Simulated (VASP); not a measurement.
Wanted: the native input for a VASP 6.6.1 run.

```yaml
Task: single point
Functional: PBE
Potentials_or_basis: VASP PAW PBE potentials, release 64 (Ta_pv)
Cutoff: 520 eV
k_mesh: 11 × 11 × 11
Occupations: gaussian, width 0.023 eV
Spin: no spin polarisation
Dipole_correction: no
Further_INCAR_settings: ALGO = Fast; EDIFF = 1e-06; NBANDS = 12
```

The structure of Ta lies in POSCAR:

```
Ta
1.0
   -1.6512800000      1.6512800000      1.6512800000
    1.6512800000     -1.6512800000      1.6512800000
    1.6512800000      1.6512800000     -1.6512800000
Ta
1
Direct
    0.0000000000      0.0000000000      0.0000000000
```

One way to write it, as run:

INCAR

```
  ALGO = Fast
  EDIFF = 1E-6
  ENCUT = 520
  GGA = PE
  ISIF = 2
  ISMEAR = 0
  LASPH = T
  LCHARG = F
  LREAL = F
  LWAVE = F
  NBANDS = 12
  NELM = 100
  PREC = Accurate
  SIGMA = 0.023
```

KPOINTS

```
k-points
0
Gamma
  11 11 11
```

Potentials or basis: VASP PAW PBE potentials, release 64 (Ta_pv).

Launch:

```console
$ cat potpaw_PBE.64/Ta_pv/POTCAR > POTCAR
$ mpirun -np 1 vasp_std > vasp.out
```

Results of the run:

```
Pressure : 2.2 GPa
```

It took 7.4 s on 1 thread of AMD EPYC 9R45 96-Core Processor (Zen 5), with other jobs on the host, peak memory 0.11 GiB.
